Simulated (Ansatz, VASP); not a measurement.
**Ti2Si4W in VASP and in Ansatz**

```
W Si Ti
1.0
    -3.11194    3.11194    2.55598
     3.11194   -3.11194    2.55598
     3.11194    3.11194   -2.55598
W Si Ti
1 4 2
Cartesian
  0.0000 0.0000 0.0000
  1.8481 1.8481 0.0000
  1.2639 -1.2639 2.5560
  1.2639 1.2639 2.5560
  -1.2639 1.2639 2.5560
  0.0000 3.1119 1.2780
  3.1119 0.0000 1.2780
```

Alike in both runs: functional PBE; k mesh 5 × 5 × 5; occupations methfessel-paxton of order 1, width 0.2306 eV; no spin polarisation.

Ansatz relaxed the structure, and its values are those at the end. VASP's run is a single point on that final structure, the one shown.

|  | VASP | Ansatz |
| --- | --- | --- |
| version | VASP 6.6.1 | Ansatz 0.2.0 |
| potentials or method | VASP PAW PBE potentials, release 64 (W_sv, Si, Ti_sv), cutoff 520 eV | PAW plane waves |
| valence electrons in the cell | 54 | 54 |

Ansatz gave:

```
gap on the k mesh at the Fermi level (eV) : none
pressure (GPa)                            : 0.0
rms of the force components (eV/Å)        : 0.001
```

Which values does VASP return?

gap on the k mesh at the Fermi level (eV): none; pressure (GPa): -0.1; rms of the force components (eV/Å): 0.005.

A gap of «none» marks a metal or a gap that the smearing closes.

Neither program's run includes spin-orbit coupling.
